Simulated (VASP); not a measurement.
Wanted: the native input for a VASP 6.6.1 run.

- Task: single point
- Functional: PBE
- Potentials or basis: VASP PAW PBE potentials, release 64 (Mg, O)
- Cutoff: 600 eV
- k mesh: 8 × 8 × 8
- Occupations: gaussian, width 0.02 eV
- Spin: no spin polarisation
- Dipole correction: no
- Further INCAR settings: ALGO = Normal; EDIFF = 1e-06; NBANDS = 11

The structure of MgO (Periclase) lies in POSCAR:

```
MgO
1.0
    0.0000000000      2.0874150000      2.1085000000
    2.0874150000      0.0000000000      2.1085000000
    2.0874150000      2.0874150000      0.0000000000
Mg O
1 1
Direct
    0.0000000000      0.0000000000      0.0000000000
    0.5000000000      0.5000000000      0.5000000000
```

One way to write it, as run:

INCAR

```
ALGO     = Normal         # electronic algorithm
EDIFF    = 1E-6           # SCF threshold, eV
ENCUT    = 600            # plane-wave cutoff, eV
GGA      = PE             # functional
GGA_COMPAT= F            
ISIF     = 2              # what is computed and relaxed
ISMEAR   = 0              # smearing method
LASPH    = T              # aspherical terms in the spheres
LCHARG   = F              # write CHGCAR
LREAL    = F              # projectors in reciprocal space
LWAVE    = F              # write WAVECAR
NBANDS   = 11             # bands
NELM     = 120            # most SCF steps
PREC     = Accurate       # precision mode
SIGMA    = 0.02           # smearing width, eV
```

KPOINTS

```
k-points
0
Gamma
  8 8 8
```

Potentials or basis: VASP PAW PBE potentials, release 64 (Mg, O).

The run is started by

```console
$ cat potpaw_PBE.64/Mg/POTCAR potpaw_PBE.64/O/POTCAR > POTCAR
$ mpirun -np 1 vasp_std > vasp.out
```

It gave:

The pressure is 6.6 GPa and the band gap on the k mesh is 4.88 eV, direct.

Wall time 13 s on 1 thread of AMD EPYC 7R13 Processor (Zen 3) (shared host), peak memory 0.12 GiB.
